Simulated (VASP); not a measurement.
Set up this calculation in VASP 6.6.1, as the native input.

- Task: single point
- Functional: PBEsol
- Potentials or basis: VASP PAW PBE potentials, release 64 (Ta_pv)
- Cutoff: 520 eV
- k mesh: 9 × 9 × 9
- Occupations: methfessel-paxton, width 0.05 eV
- Spin: no spin polarisation
- Dipole correction: no
- Further INCAR settings: ALGO = Normal; EDIFF = 1e-07; NBANDS = 12

The structure of Ta lies in POSCAR:

```
Ta
1.0
   -1.6377143662      1.6377143662      1.6377143662
    1.6377143662     -1.6377143662      1.6377143662
    1.6377143662      1.6377143662     -1.6377143662
Ta
1
Direct
    0.0000000000      0.0000000000      0.0000000000
```

One way to write it, as run:

INCAR

```
SYSTEM = Ta
  PREC = Accurate
  ENCUT = 520
  EDIFF = 1E-7
  ISMEAR = 1
  SIGMA = 0.05
  LREAL = .FALSE.
  LASPH = .TRUE.
  NELM = 100
  ALGO = Normal
  ISIF = 2
  LWAVE = .FALSE.
  LCHARG = .FALSE.
  GGA = PS
  NBANDS = 12
```

KPOINTS

```
Automatic mesh
0
G
  9 9 9
  0 0 0
```

Potentials or basis: VASP PAW PBE potentials, release 64 (Ta_pv).

Launch:

```console
$ cat potpaw_PBE.64/Ta_pv/POTCAR > POTCAR
$ mpirun -np 1 vasp_std > vasp.out
```

It gave:

| Property | Result |
| --- | --- |
| Pressure | 0.1 GPa |

Caveat: the PAW data sets were made with another functional, which shifts forces and pressure a little.

Run time: 3.4 s on 1 thread of Intel(R) Xeon(R) 6975P-C (Granite Rapids), on a shared host, peak memory 0.14 GiB.
